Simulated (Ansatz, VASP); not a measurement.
## SnSe in VASP and in Ansatz

File INCAR:

```
  ALGO = Normal
  EDIFF = 1E-6
  ENCUT = 520
  GGA = PE
  ISIF = 2
  ISMEAR = 0
  IVDW = 12
  LASPH = True
  LCHARG = False
  LREAL = False
  LWAVE = False
  NBANDS = 28
  NELM = 60
  PREC = Accurate
  SIGMA = 0.03
```

The input KPOINTS:

```
k-points
0
Gamma
  8 8 6
```

File POSCAR:

```
SnSe
1.0
    4.0813000000      0.0000000000      0.0000000000
    0.0000000000      4.0813000000      0.0000000000
    0.0000000000      0.0000000000      5.3979000000
Sn Se
2 2
Direct
    0.5000000000      0.0000000000      0.2500887432
    0.0000000000      0.5000000000      0.7499112568
    0.5000000000      0.0000000000      0.7499352227
    0.0000000000      0.5000000000      0.2500647773
```

Input for Ansatz:

```yaml
crystal:
  lattice:
    - [4.0813, 0.0, 0.0]
    - [0.0, 4.0813, 0.0]
    - [0.0, 0.0, 5.3979]
  atoms:
    - { symbol: Sn, position: [0.5, 0.0, 0.2500887432] }
    - { symbol: Sn, position: [0.0, 0.5, 0.7499112568] }
    - { symbol: Se, position: [0.5, 0.0, 0.7499352227] }
    - { symbol: Se, position: [0.0, 0.5, 0.2500647773] }
basis:
  ecutwfc: 420
kpoints:
  mp_grid: { grid: [8, 8, 6] }
hamiltonian:
  xc: pbe
  dispersion: d3bj
scf:
  occupations: { method: gaussian, width: 0.03 }
output:
  forces: true
  stress: true
  eigenvalues: true
```

Alike in both runs: task single point; functional PBE; dispersion D3(BJ); k mesh 8 × 8 × 6; occupations gaussian, width 0.03 eV; no spin polarisation.

|  | VASP | Ansatz |
| --- | --- | --- |
| version | VASP 6.6.1 | Ansatz 0.2.0 |
| potentials or method | VASP PAW PBE potentials, release 64 (Sn_d, Se), cutoff 520 eV | scalar-relativistic, plane waves, PAW |
| valence electrons in the cell | 40 | 60 |

```tsv
	VASP	Ansatz	Ansatz less VASP
gap on the k mesh at the Fermi level (eV)	0.29	0.29	-0.001
least direct gap on the mesh (eV)	0.55	0.55	-0.003
pressure (GPa)	14.2	14.2	-0.05
traceless stress, the component that is largest in VASP (GPa)	12.68	12.65	-0.034
rms of the force components (eV/Å)	0.004	0.004	-0.0001
```

Atom by atom the forces differ by 0.000 eV/Å (rms over components). VASP's potentials hold 40 valence electrons a cell and Ansatz's 60, so a difference there can come from the potentials and not from the codes.
